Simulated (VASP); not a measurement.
B, 1 atom in the cell. The structure is cubic, space group Im-3m (No. 229). Conventional cell: a = 2.630 Å, b = 2.630 Å, c = 2.630 Å, α = 90.00°, β = 90.00°, γ = 90.00°. B (site symmetry m-3m) has 14 B at 2.28 to 2.63 Å within 3.0 Å. This isn't the form of B at room conditions, which is rhombohedral. This cell differs from its parent crystal: Al replaced by B, lengths x 0.817, strained.

* Program: VASP 6.6.1
* Task: single point
* Functional: PBEsol
* Potentials or basis: VASP PAW PBE potentials, release 64 (B)
* Cutoff: 520 eV
* k mesh: 22 × 22 × 22
* Occupations: gaussian, width 0.1 eV
* Spin: no spin polarisation
* Dipole correction: no
* Further INCAR settings: ALGO = Normal; EDIFF = 1e-07; NBANDS = 8

Potentials or basis: VASP PAW PBE potentials, release 64 (B).

The run is started by

```sh
$ cat potpaw_PBE.64/B/POTCAR > POTCAR
$ mpirun -np 1 vasp_std > vasp.out
```

Hardware: 1 thread of Intel(R) Xeon(R) 6975P-C (Granite Rapids), with other jobs on the host.

Q: How long does it take, and how much memory?

A: It took 7.7 s on 1 thread of Intel(R) Xeon(R) 6975P-C (Granite Rapids), on a shared host, peak memory 0.12 GiB. Counts: scf iterations 11, k points 328.
